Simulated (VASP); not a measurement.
# SrO in VASP: a series of runs

SrO is run at these levels: PBE, PBEsol; tasks: single point.

Program: VASP 6.6.1. These are calculated values, not measurements. Logs are shortened: lines on timing, memory, paths and dates and some standing lists are left out, and cuts for length are marked.

## (1) The cell of the first run

Symmetry: Amm2, No. 38, orthorhombic system. The conventional cell has a = 6.217 Å, b = 3.553 Å, c = 6.154 Å, α = 90.00°, β = 90.00°, γ = 90.00°. Within 3.4 Å of Sr (site symmetry mm2) lie 6 O at 2.54 to 2.65 Å. Sr (site symmetry mm2) has 6 O at 2.57 Å within 3.4 Å. O (site symmetry m) has 6 Sr at 2.54 to 2.65 Å and 2 O at 3.11 Å within 3.4 Å.

## (2) Single point, PBE (one atom moved)

INCAR

```
SYSTEM = SrO
PREC = Accurate ; ENCUT = 520
EDIFF = 1E-6 ; ISMEAR = 0
SIGMA = 0.02 ; LREAL = .FALSE.
LASPH = .TRUE. ; NELM = 60
ALGO = Normal ; ISIF = 2
LWAVE = .FALSE. ; LCHARG = .FALSE.
GGA = PE ; NBANDS = 24
```

KPOINTS

```
Automatic mesh
0
G
  9 9 6
  0 0 0
```

POSCAR

```
SrO
1.0
    3.5532880902      0.0000000000      0.0000000000
   -1.7766440451      3.0772377531      0.0000000000
    0.0000000000      0.0000000000      6.2173039800
Sr O
2 2
Direct
    0.3479568345      0.6959136789      0.2500000000
    0.6666666700      0.3333333300      0.7500000000
    0.0000000000      0.0000000000      0.0000000000
    0.0000000000      0.0000000000      0.5000000000
```

Potentials or basis: VASP PAW PBE potentials, release 64 (Sr_sv, O).

On the command line:

```sh
$ cat potpaw_PBE.64/Sr_sv/POTCAR potpaw_PBE.64/O/POTCAR > POTCAR
$ mpirun -np 1 vasp_std > vasp.out
```

OUTCAR:

```text
SYSTEM = SrO
   PREC = Accurate
   ENCUT = 520
   EDIFF = 1E-6
   ISMEAR = 0
   LREAL = .FALSE.
   LASPH = .TRUE.
   NELM = 60
   ISIF = 2
   GGA = PE

 ion  position               nearest neighbor table
   1  0.348  0.696  0.250-   3 2.54   4 2.54   3 2.54   4 2.54   3 2.65   4 2.65   2 3.68   2 3.68
                             2 3.75   2 3.75   2 3.75   2 3.75   2 5.11   2 5.11   2 5.11   2 5.11
   2  0.667  0.333  0.750-   3 2.57   4 2.57   3 2.57   4 2.57   3 2.57   4 2.57   1 3.68   1 3.68
                             1 3.75   1 3.75   1 3.75   1 3.75   1 5.11   1 5.11   1 5.11   1 5.11
   3  0.000  0.000  0.000-   1 2.54   1 2.54   2 2.57   2 2.57   2 2.57   1 2.65
   4  0.000  0.000  0.500-   1 2.54   1 2.54   2 2.57   2 2.57   2 2.57   1 2.65

  LATTYP: Found a hexagonal cell.
 ALAT       =     3.5532880902
 C/A-ratio  =     1.7497325919

  Lattice vectors:

 A1 = (   3.5532880902,   0.0000000000,   0.0000000000)
 A2 = (  -1.7766440451,   3.0772377531,   0.0000000000)
 A3 = (   0.0000000000,   0.0000000000,   6.2173039800)

Analysis of symmetry for initial positions (statically):
=====================================================================
 Subroutine PRICEL returns:
 Original cell was already a primitive cell.

 Routine SETGRP: Setting up the symmetry group for a
 hexagonal supercell.

 Subroutine GETGRP returns: Found  4 space group operations
 (whereof  2 operations were pure point group operations)
 out of a pool of 24 trial point group operations.

The static configuration has the point symmetry C_1h.
 The point group associated with its full space group is C_2v.

Analysis of symmetry for dynamics (positions and initial velocities):
=====================================================================
 Subroutine PRICEL returns:
 Original cell was already a primitive cell.

 Routine SETGRP: Setting up the symmetry group for a
 hexagonal supercell.

 Subroutine GETGRP returns: Found  4 space group operations
 (whereof  2 operations were pure point group operations)
 out of a pool of 24 trial point group operations.

The dynamic configuration has the point symmetry C_1h.
 The point group associated with its full space group is C_2v.

 Subroutine INISYM returns: Found  4 space group operations
 (whereof  2 operations are pure point group operations),
 and found     1 'primitive' translations

----------------------------------------------------------------------------------------

                                     Primitive cell

  volume of cell :      67.9819

  direct lattice vectors                    reciprocal lattice vectors
     3.553288090  0.000000000  0.000000000     0.281429475  0.162483383  0.000000000
    -1.776644045  3.077237753  0.000000000     0.000000000  0.324966766  0.000000000
     0.000000000  0.000000000  6.217303980     0.000000000  0.000000000  0.160841420

  length of vectors
     3.553288090  3.553288090  6.217303980     0.324966766  0.324966766  0.160841420

  position of ions in fractional coordinates (direct lattice)
     0.347956835  0.695913679  0.250000000
     0.666666670  0.333333330  0.750000000
     0.000000000  0.000000000  0.000000000
     0.000000000  0.000000000  0.500000000

  ion indices of the primitive-cell ions
   primitive index   ion index
                 1           1
                 2           2
                 3           3
                 4           4

----------------------------------------------------------------------------------------

 KPOINTS: Automatic mesh

Automatic generation of k-mesh.
 Grid dimensions read from file:
 generate k-points for:    9    9    6

 Generating k-lattice:

  Cartesian coordinates                     Fractional coordinates (reciprocal lattice)
     0.031269942  0.018053709  0.000000000     0.111111111 -0.000000000  0.000000000
     0.000000000  0.036107418  0.000000000     0.000000000  0.111111111  0.000000000
     0.000000000  0.000000000  0.026806903     0.000000000  0.000000000  0.166666667

  Length of vectors
     0.036107418  0.036107418  0.026806903

  Shift w.r.t. Gamma in fractional coordinates (k-lattice)
     0.000000000  0.000000000  0.000000000

 Subroutine IBZKPT returns following result:
 ===========================================

 Found    100 irreducible k-points:

 Following reciprocal coordinates:
            Coordinates               Weight
  0.000000  0.000000  0.000000      1.000000
  0.111111 -0.000000  0.000000      4.000000
  0.000000  0.111111  0.000000      2.000000
  0.222222  0.000000  0.000000      4.000000
  0.000000  0.222222  0.000000      2.000000
  0.333333  0.000000  0.000000      4.000000
[... 16 lines left out ...]
 -0.222222 -0.444444  0.000000      4.000000
  0.444444  0.333333  0.000000      4.000000
 [... further k-points ...]
   k-points           NKPTS =    100   k-points in BZ     NKDIM =    100   number of bands    NBANDS=     24
   number of dos      NEDOS =    301   number of ions     NIONS =      4
   total plane-waves  NPLWV =  37632
   dimension x,y,z NGX =    28 NGY =   28 NGZ =   48
   dimension x,y,z NGXF=    56 NGYF=   56 NGZF=   96
   ions per type =               2   2
   NGX,Y,Z   is equivalent  to a cutoff of  13.10, 13.10, 12.83 a.u.
   NGXF,Y,Z  is equivalent  to a cutoff of  26.20, 26.20, 25.67 a.u.
 SYSTEM =  SrO
   PREC   = accura    normal or accurate (medium, high low for compatibility)
   ISTART =      0    job   : 0-new  1-cont  2-samecut
   ICHARG =      2    charge: 1-file 2-atom 10-const
   ISPIN  =      1    spin polarized calculation?
   LNONCOLLINEAR =      F non collinear calculations
   LSORBIT =      F    spin-orbit coupling
   LASPH  =      T    aspherical Exc in radial PAW
   ENCUT  =  520.0 eV  38.22 Ry    6.18 a.u.   6.61  6.61 11.56*2*pi/ulx,y,z
   NELM   =     60;   NELMIN=  2; NELMDL= -5     # of ELM steps
   EDIFF  = 0.1E-05   stopping-criterion for ELM
   LREAL  =      F    real-space projection
[... 7 lines left out ...]
   TEBEG  =    0.0;   TEEND  =   0.0 temperature during run
   PSTRESS=    0.0 pullay stress
   NELECT =      32.0000    total number of electrons
   NUPDOWN=      -1.0000    fix difference up-down
   EMIN   =  10.00;   EMAX   =-10.00  energy-range for DOS
   EFERMI =   0.00;   METHOD = LEGACY
   ISMEAR =     0;   SIGMA  =   0.02  broadening in eV -4-tet -1-fermi 0-gaus
   EFERMI_NEDOS =   21; number of points for ismear=-14 and -15
   IALGO  =     38    algorithm
   IMIX   =      4    mixing-type and parameters
     AMIX     =   0.40;   BMIX     =  1.00
     AMIX_MAG =   1.60;   BMIX_MAG =  1.00
  volume/ion in A,a.u.               =      17.00       114.69
  Fermi-wavevector in a.u.,A,eV,Ry     =   1.273484  2.406537 22.065419  1.621763
  Thomas-Fermi vector in A             =   2.406305
   LORBIT       =      0    0 simple, 1 ext, 2 COOP (PROOUT), +10 PAW based schemes
   GGA     = PE    functional components
   LHFCALC =     F    Hartree Fock is set to
   AEXX    =    0.0000 exact exchange contribution
   IVDW    =     0    specifies the selected vdW correction
   LEPSILON=     F    determine dielectric tensor
   LRPA    =     F    only Hartree local field effects (RPA)
 non-spin polarized calculation
 Gauss-broadening in eV      SIGMA  =   0.02
  energy-cutoff  :      520.00
  volume of cell :       67.98
 maximum number of plane-waves:      1865
   NGX = 13   NGY = 13   NGZ = 23

 number of electron      32.0000014 magnetization

 Free energy of the ion-electron system (eV)
  ---------------------------------------------------
  ext. energy  EPLUGINS =         0.00000000
  ---------------------------------------------------
  free energy    TOTEN  =       -23.72338759 eV

  energy without entropy =      -23.72338759  energy(sigma->0) =      -23.72338759

 E-fermi :   2.3317     XC(G=0): -10.0200

 val. band max:        2.2045563085   @ k =   0.0000   0.0000   0.0000
 cond. band min:       5.2771941185   @ k =   0.0000   0.0000   0.0000
 fundamental gap:      3.0726378100
 Fermi energy:         2.3316576220

 k-point     1 :       0.0000    0.0000    0.0000
  band No.  band energies     occupation
      1     -30.7779      2.00000
      2     -30.6697      2.00000
      3     -14.8986      2.00000
      4     -13.3555      2.00000
      5     -12.4705      2.00000
      6     -12.4328      2.00000
[... 16 lines left out ...]
     23       9.6804      0.00000
     24      10.3676      0.00000

 k-point     2 :       0.1111   -0.0000    0.0000
  band No.  band energies     occupation
      1     -30.7620      2.00000
      2     -30.6597      2.00000
      3     -14.8019      2.00000
      4     -13.6491      2.00000
      5     -12.5647      2.00000
      6     -12.4992      2.00000
[... 16 lines left out ...]
     23       9.8640      0.00000
     24      10.1015      0.00000

 k-point     3 :       0.0000    0.1111    0.0000
  band No.  band energies     occupation
      1     -30.7618      2.00000
      2     -30.6600      2.00000
      3     -14.8063      2.00000
      4     -13.6292      2.00000
      5     -12.5804      2.00000
      6     -12.4798      2.00000
[... 16 lines left out ...]
     23       9.8805      0.00000
     24      10.1944      0.00000

 k-point     4 :       0.2222    0.0000    0.0000
  band No.  band energies     occupation
      1     -30.7205      2.00000
      2     -30.6350      2.00000
      3     -14.5209      2.00000
      4     -14.1467      2.00000
      5     -12.8240      2.00000
      6     -12.5953      2.00000
[... 16 lines left out ...]
     23      10.1866      0.00000
     24      10.3787      0.00000

 k-point     5 :       0.0000    0.2222    0.0000
  band No.  band energies     occupation
      1     -30.7198      2.00000
      2     -30.6363      2.00000
      3     -14.5401      2.00000
      4     -14.1016      2.00000
      5     -12.8462      2.00000
      6     -12.5732      2.00000
[... 451 lines left out ...]
 k-point    22 :       0.3333    0.2222    0.0000
  band No.  band energies     occupation
      1     -30.6165      2.00000
      2     -30.5913      2.00000
      3     -14.7839      2.00000
      4     -13.4192      2.00000
      5     -13.1849      2.00000
      6     -12.9764      2.00000
[... 16 lines left out ...]
     23      10.7489      0.00000
     24      11.6926      0.00000

 k-point    23 :      -0.2222   -0.4444    0.0000
  band No.  band energies     occupation
      1     -30.6131      2.00000
      2     -30.5951      2.00000
      3     -14.7570      2.00000
      4     -13.4836      2.00000
      5     -13.2000      2.00000
      6     -12.9816      2.00000
[... 16 lines left out ...]
     23      10.8828      0.00000
     24      11.5883      0.00000

 k-point    24 :       0.4444    0.3333    0.0000
  band No.  band energies     occupation
      1     -30.6181      2.00000
      2     -30.5894      2.00000
      3     -14.8014      2.00000
      4     -13.3647      2.00000
      5     -13.1766      2.00000
      6     -12.9765      2.00000
[... 16 lines left out ...]
     23      10.7456      0.00000
     24      11.6258      0.00000

 [... further k-points ...]
[... 5 lines left out ...]
  --------------------------------------------------------------------------------------
  -------------------------------------------------------------------------------------
  Total        0.9579152      0.8893255      0.8619083      0.0000000      0.0000000      0.0000000
  in kB       22.5758486     20.9593474     20.3131874      0.0000000      0.0000000      0.0000000
  external PRESSURE =      21.2827945 kB  Pullay stress =       0.0000000 kB

 VOLUME and BASIS-vectors are now :
 -----------------------------------------------------------------------------
  energy-cutoff  :      520.00
  volume of cell :       67.98
      direct lattice vectors                 reciprocal lattice vectors
     3.553288090  0.000000000  0.000000000     0.281429475  0.162483383  0.000000000
    -1.776644045  3.077237753  0.000000000     0.000000000  0.324966766  0.000000000
     0.000000000  0.000000000  6.217303980     0.000000000  0.000000000  0.160841420

 POSITION                                       TOTAL-FORCE (eV/Angst)
 -----------------------------------------------------------------------------------
     -0.00000      2.14149      1.55433        -0.000000     -0.312621     -0.000000
      1.77664      1.02575      4.66298         0.000000      0.047715     -0.000000
      0.00000      0.00000      0.00000         0.000000      0.132453     -0.022422
      0.00000      0.00000      3.10865         0.000000      0.132453      0.022422
 -----------------------------------------------------------------------------------
    total drift:                               -0.000000     -0.000080     -0.000000

  FREE ENERGIE OF THE ION-ELECTRON SYSTEM (eV)
  ---------------------------------------------------
  free  energy   TOTEN  =       -23.7233875909 eV

  energy  without entropy=      -23.7233875909  energy(sigma->0) =      -23.72338759
```

Run time: 83 s. Hardware: 1 thread of Intel Xeon 6975P-C (Granite Rapids), shared host; peak memory 0.28 GiB.

What came out:

| Quantity | Value |
| --- | --- |
| Free energy | -23.7234 eV |
| Pressure | 2.1 GPa |
| Largest force | 0.313 eV/Å |
| Band gap on the k mesh | 3.07 eV, direct |

Forces on the atoms (eV/Å):
```
Sr   0.000 -0.313  0.000
Sr   0.000  0.048  0.000
O    0.000  0.132 -0.022
O    0.000  0.132  0.022
```

Levels at points of the mesh, in eV from the valence-band top:
```tsv
k point	band 14	band 15	band 16	band 17	band 18	band 19
(0.00, 0.00, 0.00)	-0.85	-0.71	0.00	3.07	5.00	5.12
(0.00, 0.00, 0.50)	-0.95	-0.90	-0.87	4.64	4.68	5.95
```

Caveat: the cell differs from its parent crystal (one atom moved).

[end of part 1 of 2]
